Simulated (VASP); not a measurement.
# BaTiO3 (P4mm) in VASP: single point with r2SCAN

Aim: the single point of BaTiO3 with r2SCAN.

Program: VASP 6.6.1. These are calculated values, not measurements. Logs are shortened: lines on timing, memory, paths and dates and some standing lists are left out, and cuts for length are marked.

## 1. The cell of the first run

The structure is tetragonal, space group P4mm (No. 99). Conventional cell: a = 3.969 Å, b = 3.969 Å, c = 4.002 Å, α = 90.00°, β = 90.00°, γ = 90.00°. Ti (site symmetry 4mm) has 6 O at 1.87 to 2.13 Å within 2.5 Å. O (site symmetry 2mm) has 2 Ti at 1.99 Å within 2.6 Å. O (site symmetry 4mm) has 2 Ti at 1.87 to 2.13 Å within 2.5 Å. Within 3.6 Å of Ba (site symmetry 4mm) lie 12 O at 2.76 to 2.88 Å and 8 Ti at 3.42 to 3.47 Å.

## 2. Single point, r2SCAN, collinear spin, zero start

POSCAR

```
BaTiO3
1.0
   -3.9688181300     -3.9688181300      0.0000000000
   -3.9688181300      3.9688181300      0.0000000000
    0.0000000000      0.0000000000     -4.0021277700
Ti O Ba
2 6 2
Direct
    0.0000000000      0.5000000000      0.4900000000
    0.5000000000      0.0000000000      0.4900000000
    0.7500000000      0.7500000000      0.5210000000
    0.2500000000      0.2500000000      0.5210000000
    0.7500000000      0.2500000000      0.5210000000
    0.2500000000      0.7500000000      0.5210000000
    0.0000000000      0.5000000000      0.0220000000
    0.5000000000      0.0000000000      0.0220000000
    0.0000000000      0.0000000000      0.0000000000
    0.5000000000      0.5000000000      0.0000000000
```

INCAR.step1

```
SYSTEM = BaTiO3
  PREC = Accurate
  ENCUT = 910
  ISMEAR = 0
  SIGMA = 0.1698
  LREAL = .FALSE.
  LASPH = .TRUE.
  NELM = 200
  ISPIN = 2
  MAGMOM = 0 0 0 0 0 0 0 0 0 0
  LMAXMIX = 4
  NBANDS = 55
  GGA = PE
  ALGO = Normal
  EDIFF = 1E-5
  LWAVE = .TRUE.
  LCHARG = .FALSE.
  GGA_COMPAT = .FALSE.
```

INCAR.step2

```
SYSTEM = BaTiO3
  PREC = Accurate
  ENCUT = 910
  EDIFF = 1E-6
  ISMEAR = 0
  SIGMA = 0.1698
  LREAL = .FALSE.
  LASPH = .TRUE.
  NELM = 200
  ALGO = Normal
  ISIF = 2
  LWAVE = .FALSE.
  LCHARG = .FALSE.
  ISPIN = 2
  MAGMOM = 0 0 0 0 0 0 0 0 0 0
  LORBIT = 11
  LMAXMIX = 4
  METAGGA = R2SCAN
  LMIXTAU = .TRUE.
  NBANDS = 55
  ISTART = 1
  GGA_COMPAT = .FALSE.
```

KPOINTS

```
Automatic mesh
0
G
  3 3 5
  0 0 0
```

Potentials or basis: VASP PAW PBE potentials, release 64 (Ti_sv, O_h, Ba_sv).

On the command line:

```
cat potpaw_PBE.64/Ti_sv/POTCAR potpaw_PBE.64/O_h/POTCAR potpaw_PBE.64/Ba_sv/POTCAR > POTCAR
cp INCAR.step1 INCAR
mpirun -np 1 vasp_std > vasp.out
cp INCAR.step2 INCAR
mpirun -np 1 vasp_std > vasp.out
```

OUTCAR:

```text
SYSTEM = BaTiO3
   PREC = Accurate
   ENCUT = 910
   EDIFF = 1E-6
   ISMEAR = 0
   LREAL = .FALSE.
   LASPH = .TRUE.
   NELM = 200
   ISIF = 2
   ISPIN = 2
   LORBIT = 11
   METAGGA = R2SCAN
   ISTART = 1

 ion  position               nearest neighbor table
   1  0.000  0.500  0.490-   7 1.87   4 1.99   5 1.99   6 1.99   3 1.99   7 2.13   9 3.42  10 3.42
                             9 3.42  10 3.42   9 3.47  10 3.47  10 3.47   9 3.47
   2  0.500  0.000  0.490-   8 1.87   4 1.99   5 1.99   6 1.99   3 1.99   8 2.13   9 3.42  10 3.42
                            10 3.42   9 3.42  10 3.47  10 3.47   9 3.47   9 3.47
   3  0.750  0.750  0.521-   1 1.99   2 1.99   9 2.76  10 2.76   9 2.88  10 2.88
   4  0.250  0.250  0.521-   1 1.99   2 1.99   9 2.76  10 2.76   9 2.88  10 2.88
   5  0.750  0.250  0.521-   1 1.99   2 1.99   9 2.76  10 2.76   9 2.88  10 2.88
   6  0.250  0.750  0.521-   1 1.99   2 1.99   9 2.76  10 2.76   9 2.88  10 2.88
   7  0.000  0.500  0.022-   1 1.87   1 2.13  10 2.81   9 2.81   9 2.81  10 2.81
   8  0.500  0.000  0.022-   2 1.87   2 2.13  10 2.81   9 2.81  10 2.81   9 2.81
   9  0.000  0.000  0.000-   3 2.76   4 2.76   5 2.76   6 2.76   7 2.81   8 2.81   7 2.81   8 2.81
                             3 2.88   4 2.88   5 2.88   6 2.88   1 3.42   1 3.42   2 3.42   2 3.42
  10  0.500  0.500  0.000-   3 2.76   4 2.76   5 2.76   6 2.76   7 2.81   8 2.81   8 2.81   7 2.81
                             3 2.88   4 2.88   5 2.88   6 2.88   2 3.42   1 3.42   1 3.42   2 3.42

  LATTYP: Found a simple tetragonal cell.
 ALAT       =     5.6127564260
 C/A-ratio  =     0.7130414125

  Lattice vectors:

 A1 = (  -3.9688181300,  -3.9688181300,   0.0000000000)
 A2 = (  -3.9688181300,   3.9688181300,   0.0000000000)
 A3 = (   0.0000000000,   0.0000000000,  -4.0021277700)

Analysis of symmetry for initial positions (statically):
=====================================================================
 Subroutine PRICEL returns following result:

  LATTYP: Found a simple tetragonal cell.
 ALAT       =     3.9688181300
 C/A-ratio  =     1.0083928361
[... 12 lines left out ...]
 Subroutine GETGRP returns: Found  8 space group operations
 (whereof  8 operations were pure point group operations)
 out of a pool of 16 trial point group operations.

The static configuration has the point symmetry C_4v.

Analysis of symmetry for dynamics (positions and initial velocities):
=====================================================================
 Subroutine PRICEL returns following result:

  LATTYP: Found a simple tetragonal cell.
 ALAT       =     3.9688181300
 C/A-ratio  =     1.0083928361
[... 12 lines left out ...]
 Subroutine GETGRP returns: Found  8 space group operations
 (whereof  8 operations were pure point group operations)
 out of a pool of 16 trial point group operations.

The dynamic configuration has the point symmetry C_4v.

Analysis of structural, dynamic, and magnetic symmetry:
=====================================================================
 Subroutine PRICEL returns following result:

  LATTYP: Found a simple tetragonal cell.
 ALAT       =     3.9688181300
 C/A-ratio  =     1.0083928361
[... 12 lines left out ...]
 Subroutine GETGRP returns: Found  8 space group operations
 (whereof  8 operations were pure point group operations)
 out of a pool of 16 trial point group operations.

The overall configuration has the point symmetry C_4v.

 Subroutine INISYM returns: Found  8 space group operations
 (whereof  8 operations are pure point group operations),
 and found     2 'primitive' translations

----------------------------------------------------------------------------------------

                                     Primitive cell

  volume of cell :      63.0396

  direct lattice vectors                    reciprocal lattice vectors
     0.000000000 -3.968818130  0.000000000     0.000000000 -0.251964179  0.000000000
    -3.968818130  0.000000000  0.000000000    -0.251964179  0.000000000  0.000000000
     0.000000000  0.000000000 -4.002127770     0.000000000  0.000000000 -0.249867085

  length of vectors
     3.968818130  3.968818130  4.002127770     0.251964179  0.251964179  0.249867085

  position of ions in fractional coordinates (direct lattice)
     0.500000000  0.500000000  0.490000000
     0.000000000  0.500000000  0.521000000
     0.500000000  1.000000000  0.521000000
     0.500000000  0.500000000  0.022000000
     0.000000000  0.000000000  0.000000000

  ion indices of the primitive-cell ions
   primitive index   ion index
                 1           1
                 2           3
                 3           5
                 4           7
                 5           9

----------------------------------------------------------------------------------------

 KPOINTS: Automatic mesh

Automatic generation of k-mesh.
 Grid dimensions read from file:
 generate k-points for:    3    3    5

 Generating k-lattice:

  Cartesian coordinates                     Fractional coordinates (reciprocal lattice)
    -0.041994030 -0.041994030  0.000000000     0.333333333  0.000000000  0.000000000
    -0.041994030  0.041994030  0.000000000     0.000000000  0.333333333  0.000000000
[... 25 lines left out ...]
   number of dos      NEDOS =    301   number of ions     NIONS =     10
   total plane-waves  NPLWV = 125440
   dimension x,y,z NGX =    56 NGY =   56 NGZ =   40
   dimension x,y,z NGXF=   112 NGYF=  112 NGZF=   80
   ions per type =               2   6   2
   NGX,Y,Z   is equivalent  to a cutoff of  16.59, 16.59, 16.62 a.u.
   NGXF,Y,Z  is equivalent  to a cutoff of  33.17, 33.17, 33.23 a.u.
 SYSTEM =  BaTiO3
   PREC   = accura    normal or accurate (medium, high low for compatibility)
   ISTART =      1    job   : 0-new  1-cont  2-samecut
   ICHARG =      0    charge: 1-file 2-atom 10-const
   ISPIN  =      2    spin polarized calculation?
   LNONCOLLINEAR =      F non collinear calculations
   LSORBIT =      F    spin-orbit coupling
   LASPH  =      T    aspherical Exc in radial PAW
   ENCUT  =  910.0 eV  66.88 Ry    8.18 a.u.  13.81 13.81  9.84*2*pi/ulx,y,z
   NELM   =    200;   NELMIN=  2; NELMDL=  0     # of ELM steps
   EDIFF  = 0.1E-05   stopping-criterion for ELM
   LREAL  =      F    real-space projection
   EDIFFG = 0.1E-04   stopping-criterion for IOM
   NSW    =      0    number of steps for IOM
   IBRION =     -1    ionic relax: 0-MD 1-quasi-New 2-CG
   NFREE  =      0    steps in history (QN), initial steepest desc. (CG)
   ISIF   =      2    stress and relaxation
   ISYM   =      2    0-nonsym 1-usesym 2-fastsym
   POTIM  = 0.5000    time-step for ionic-motion
   TEBEG  =    0.0;   TEEND  =   0.0 temperature during run
   PSTRESS=    0.0 pullay stress
   NELECT =      80.0000    total number of electrons
   NUPDOWN=      -1.0000    fix difference up-down
   EMIN   =  10.00;   EMAX   =-10.00  energy-range for DOS
   EFERMI =   0.00;   METHOD = LEGACY
   ISMEAR =     0;   SIGMA  =   0.17  broadening in eV -4-tet -1-fermi 0-gaus
   EFERMI_NEDOS =   21; number of points for ismear=-14 and -15
   IALGO  =     38    algorithm
   IMIX   =      4    mixing-type and parameters
     AMIX     =   0.40;   BMIX     =  1.00
     AMIX_MAG =   1.60;   BMIX_MAG =  1.00
  volume/ion in A,a.u.               =      12.61        85.08
  Fermi-wavevector in a.u.,A,eV,Ry     =   1.406772  2.658414 26.926031  1.979007
  Thomas-Fermi vector in A             =   2.529099
   LORBIT       =     11    0 simple, 1 ext, 2 COOP (PROOUT), +10 PAW based schemes
   METAGGA = R2SCAN    functional components
   LHFCALC =     F    Hartree Fock is set to
   AEXX    =    0.0000 exact exchange contribution
   IVDW    =     0    specifies the selected vdW correction
   LEPSILON=     F    determine dielectric tensor
   LRPA    =     F    only Hartree local field effects (RPA)
 spin polarized calculation
 Gauss-broadening in eV      SIGMA  =   0.17
  energy-cutoff  :      910.00
  volume of cell :      126.08
 maximum number of plane-waves:      7871
 NGX is ok and might be reduce to    56
   NGX = 27   NGY = 27   NGZ = 19

 number of electron      80.0000009 magnetization      -0.0000000

 number of electron      80.0000009 magnetization       0.0000000

 Free energy of the ion-electron system (eV)
  ---------------------------------------------------
  ext. energy  EPLUGINS =         0.00000000
  ---------------------------------------------------
  free energy    TOTEN  =      -148.49717813 eV

  energy without entropy =     -148.49717813  energy(sigma->0) =     -148.49717813

 E-fermi :   4.7970     XC(G=0): -12.0144

 val. band max:        4.0588288655   @ k =   0.0000   0.0000   0.4000
 cond. band min:       6.2918010267   @ k =   0.0000   0.0000   0.0000
 fundamental gap:      2.2329721612
 Fermi energy:         4.7970375313

 spin component 1

 k-point     1 :       0.0000    0.0000    0.0000
  band No.  band energies     occupation
      1     -54.6751      1.00000
      2     -54.6726      1.00000
      3     -29.9057      1.00000
      4     -29.9057      1.00000
      5     -29.8837      1.00000
      6     -29.8790      1.00000
[... 484 lines left out ...]
     51      12.3435      0.00000
     52      12.5280      0.00000
 Fermi energy:         4.7970375313

 spin component 2

 k-point     1 :       0.0000    0.0000    0.0000
  band No.  band energies     occupation
      1     -54.6751      1.00000
      2     -54.6726      1.00000
      3     -29.9057      1.00000
      4     -29.9057      1.00000
      5     -29.8837      1.00000
      6     -29.8790      1.00000
[... 484 lines left out ...]
     51      12.3435      0.00000
     52      12.5280      0.00000
 [bands above 52 left out]

------------------------ aborting loop because EDIFF is reached ----------------------------------------

  FORCE on cell =-STRESS in cart. coord.  units (eV):
  Direction    XX          YY          ZZ          XY          YZ          ZX
  --------------------------------------------------------------------------------------
  -------------------------------------------------------------------------------------
  Total        3.7423053      3.7423053      4.2114573      0.0000000      0.0000000      0.0000000
  in kB       47.5561240     47.5561240     53.5179716      0.0000000      0.0000000      0.0000000
  external PRESSURE =      49.5434065 kB  Pullay stress =       0.0000000 kB

 VOLUME and BASIS-vectors are now :
 -----------------------------------------------------------------------------
  energy-cutoff  :      910.00
  volume of cell :      126.08
      direct lattice vectors                 reciprocal lattice vectors
    -3.968818130 -3.968818130  0.000000000    -0.125982089 -0.125982089  0.000000000
    -3.968818130  3.968818130  0.000000000    -0.125982089  0.125982089  0.000000000
     0.000000000  0.000000000 -4.002127770     0.000000000  0.000000000 -0.249867085

 POSITION                                       TOTAL-FORCE (eV/Angst)
 -----------------------------------------------------------------------------------
     -1.98441      1.98441     -1.96104        -0.000000     -0.000000     -0.010319
     -1.98441     -1.98441     -1.96104        -0.000000     -0.000000     -0.010319
     -5.95323      0.00000     -2.08511         0.000000     -0.000000      0.207237
     -1.98441      0.00000     -2.08511         0.000000      0.000000      0.207237
     -3.96882     -1.98441     -2.08511         0.000000      0.000000      0.207237
     -3.96882      1.98441     -2.08511        -0.000000     -0.000000      0.207237
     -1.98441      1.98441     -0.08805        -0.000000     -0.000000     -0.247803
     -1.98441     -1.98441     -0.08805        -0.000000     -0.000000     -0.247803
      0.00000      0.00000      0.00000        -0.000000     -0.000000     -0.156353
     -3.96882      0.00000      0.00000        -0.000000     -0.000000     -0.156353
 -----------------------------------------------------------------------------------
    total drift:                               -0.000000      0.000000     -0.020218

  FREE ENERGIE OF THE ION-ELECTRON SYSTEM (eV)
  ---------------------------------------------------
  free  energy   TOTEN  =      -148.4971781328 eV

  energy  without entropy=     -148.4971781328  energy(sigma->0) =     -148.49717813

 total charge

# of ion       s       p       d       tot
------------------------------------------
    1        2.215   6.283   1.676  10.173
    2        2.215   6.283   1.676  10.173
    3        1.046   2.344   0.000   3.390
    4        1.046   2.344   0.000   3.390
    5        1.046   2.344   0.000   3.390
    6        1.046   2.344   0.000   3.390
    7        1.048   2.344   0.000   3.392
    8        1.048   2.344   0.000   3.392
    9        2.020   5.674   0.318   8.012
   10        2.020   5.674   0.318   8.012
--------------------------------------------------
tot         14.747  37.978   3.988  56.713

 magnetization (x)

# of ion       s       p       d       tot
------------------------------------------
    1        0.000   0.000  -0.000  -0.000
    2        0.000   0.000  -0.000  -0.000
    3       -0.000   0.000   0.000  -0.000
    4       -0.000   0.000   0.000  -0.000
    5       -0.000   0.000   0.000  -0.000
    6       -0.000   0.000   0.000  -0.000
    7        0.000   0.000   0.000   0.000
    8        0.000   0.000   0.000   0.000
    9       -0.000  -0.000   0.000   0.000
   10       -0.000  -0.000   0.000   0.000
--------------------------------------------------
tot          0.000   0.000  -0.000  -0.000
```

It took 10 min on 1 thread of Intel Xeon Platinum 8559C (Emerald Rapids), shared host; peak memory 0.62 GiB.

Results:

```
Free energy                                           : -148.4972 eV
Pressure                                              : 5.0 GPa
Largest force                                         : 0.248 eV/Å
Band gap on the k mesh                                : 2.23 eV
Net moment                                            : 0.00 μB per cell
Valence electrons inside the program's atomic spheres : Ti 10.17; O 3.39; Ba 8.01
```

Forces in eV/Å, atoms in the order of the input:
```
Ti   0.000  0.000 -0.010
Ti   0.000  0.000 -0.010
O    0.000  0.000  0.207
O    0.000  0.000  0.207
O    0.000  0.000  0.207
O    0.000  0.000  0.207
O    0.000  0.000 -0.248
O    0.000  0.000 -0.248
Ba   0.000  0.000 -0.156
Ba   0.000  0.000 -0.156
```

Caveat: the cell stands under pressure; the PAW data sets were made with another functional, which shifts forces and pressure a little; spin-orbit coupling is left out, which moves the levels of the heavy elements.
